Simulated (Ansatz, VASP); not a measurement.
PbF2: VASP beside Ansatz

File INCAR:

```
PREC     = Accurate       # precision mode
ENCUT    = 520            # plane-wave cutoff, eV
EDIFF    = 1E-6           # SCF threshold, eV
ISMEAR   = -1             # smearing method
SIGMA    = 0.03           # smearing width, eV
LREAL    = False          # projectors in reciprocal space
LASPH    = True           # aspherical terms in the spheres
NELM     = 60             # most SCF steps
ALGO     = Normal         # electronic algorithm
ISIF     = 2              # what is computed and relaxed
LWAVE    = False          # write WAVECAR
LCHARG   = False          # write CHGCAR
NBANDS   = 21             # bands
```

Contents of KPOINTS:

```
regular mesh
0
Gamma
  7 7 7
```

Contents of POSCAR:

```
PbF2
1.0
   -0.0296985000      2.9550007500      2.9550007500
    2.9550007500     -0.0296985000      2.9550007500
    2.9550007500      2.9550007500     -0.0296985000
Pb F
1 2
Direct
    0.0000000000      0.0000000000      0.0000000000
    0.2500000000      0.2500000000      0.2500000000
    0.7500000000      0.7500000000      0.7500000000
```

Input for Ansatz:

```yaml
crystal:
  lattice:
    - [-0.0296985, 2.95500075, 2.95500075]
    - [2.95500075, -0.0296985, 2.95500075]
    - [2.95500075, 2.95500075, -0.0296985]
  atoms:
    - { symbol: Pb, position: [0.0, 0.0, 0.0] }
    - { symbol: F, position: [0.25, 0.25, 0.25] }
    - { symbol: F, position: [0.75, 0.75, 0.75] }
kpoints:
  mp_grid: { grid: [7, 7, 7] }
  band_path:
    path:
      - [0.0, 0.0, 0.0]
      - [0.5, 0.5, 0.5]
      - [0.2525443832, 0.5, 0.7474556168]
      - [-0.2525443832, 0.2525443832, 0.5]
      - [0.0, 0.0, 0.5]
      - [0.0, 0.0, 0.0]
      - [-0.3762721916, 0.0, 0.3762721916]
      - [0.0, 0.3762721916, 0.6237278084]
      - [0.0, 0.5, 0.5]
    npoints: 5
scf:
  occupations: { method: fermi_dirac, width: 0.03 }
hamiltonian:
  xc: lda
  pseudopotentials: { kind: all_electron, lapw: { basis_error: 0.0005 } }
output:
  forces: true
  stress: true
  eigenvalues: true
```

Change from the starting cell: equal xy, yz and zx shear strains of -1 %.

Alike in both runs: task single point; functional LDA; k mesh 7 × 7 × 7; occupations fermi-dirac, width 0.03 eV; no spin polarisation.

|  | VASP | Ansatz |
| --- | --- | --- |
| version | VASP 6.6.1 | Ansatz 0.2.0 |
| potentials or method | VASP PAW LDA potentials, release 64 (Pb_d, F), cutoff 520 eV | all-electron LAPW, scalar-relativistic |

```csv
,VASP,Ansatz,Ansatz less VASP
gap on the k mesh at the Fermi level (eV),4.25,4.28,+0.028
pressure (GPa),-4.9,-4.9,+0.04
"traceless stress, the component that is largest in VASP (GPa)",0.30,0.29,-0.009
rms of the force components (eV/Å),0.017,0.016,-0.0009
```

LDA's correlation is that of Perdew and Zunger in VASP and of Perdew and Wang (1992) in Ansatz. Atom by atom the forces differ by 0.001 eV/Å (rms over components). Ansatz ran all-electron here, and VASP with PAW potentials.

Spin-orbit coupling is off throughout.
